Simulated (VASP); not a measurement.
SiAsP3, 5 atoms in the cell. It takes space group Pm-3m (No. 221, cubic). Conventional cell: a = 4.616 Å, b = 4.616 Å, c = 4.616 Å, α = 90.00°, β = 90.00°, γ = 90.00°. Within 4.3 Å of Si (site symmetry m-3m) lie 12 P at 3.26 Å and 8 As at 4.00 Å. As (site symmetry m-3m) has 6 P at 2.31 Å within 3.1 Å. P (site symmetry 4/mmm) has 2 As at 2.31 Å within 3.1 Å. 

* Program: VASP 6.6.1
* Task: single point
* Functional: PBEsol
* Potentials or basis: VASP PAW PBE potentials, release 64 (Si, As, P)
* Cutoff: 520 eV
* k mesh: 4 × 4 × 4
* Occupations: fermi-dirac, width 0.03 eV
* Spin: no spin polarisation
* Dipole correction: no
* Further INCAR settings: ALGO = Normal; EDIFF = 1e-07; NBANDS = 20

Potentials or basis: VASP PAW PBE potentials, release 64 (Si, As, P).

The run is started by

```bash
$ cat potpaw_PBE.64/Si/POTCAR potpaw_PBE.64/As/POTCAR potpaw_PBE.64/P/POTCAR > POTCAR
$ mpirun -np 1 vasp_std > vasp.out
```

Hardware: 1 thread of Oxide Virtual Turin-like Processor, with other jobs on the host.

Task: Estimate the wall time of this run.

Result: Run time: 34 s on 1 thread of Oxide Virtual Turin-like Processor (shared host), peak memory 0.17 GiB. Counts: scf iterations 14, k points 10.
